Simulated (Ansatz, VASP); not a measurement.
# One calculation of W, two programs

```
CELL_PARAMETERS angstrom
0.00000 1.95417 1.95417
1.95417 0.00000 1.95417
1.95417 1.95417 0.00000
ATOMIC_POSITIONS crystal
W 0.00000 0.00000 0.00000
```

Alike in both runs: task single point; functional LDA; k mesh 22 × 22 × 22; occupations gaussian, width 0.15 eV; no spin polarisation.

|  | VASP | Ansatz |
| --- | --- | --- |
| version | VASP 6.6.1 | Ansatz 0.2.0 |
| potentials or method | VASP PAW LDA potentials, release 64 (W_sv), cutoff 520 eV | scalar-relativistic, plane waves, PAW |
| valence electrons in the cell | 14 | 14 |

VASP gave:

- gap on the k mesh at the Fermi level (eV): none
- pressure (GPa): 19.3

Question: Which values does Ansatz return?

Answer: gap on the k mesh at the Fermi level (eV): none; pressure (GPa): 17.1.

Ansatz warns that its potentials were made for another functional, while VASP's fit it. LDA's correlation is that of Perdew and Zunger in VASP and of Perdew and Wang (1992) in Ansatz. A gap of «none» marks a metal or a gap that the smearing closes.

Neither program's run includes spin-orbit coupling.
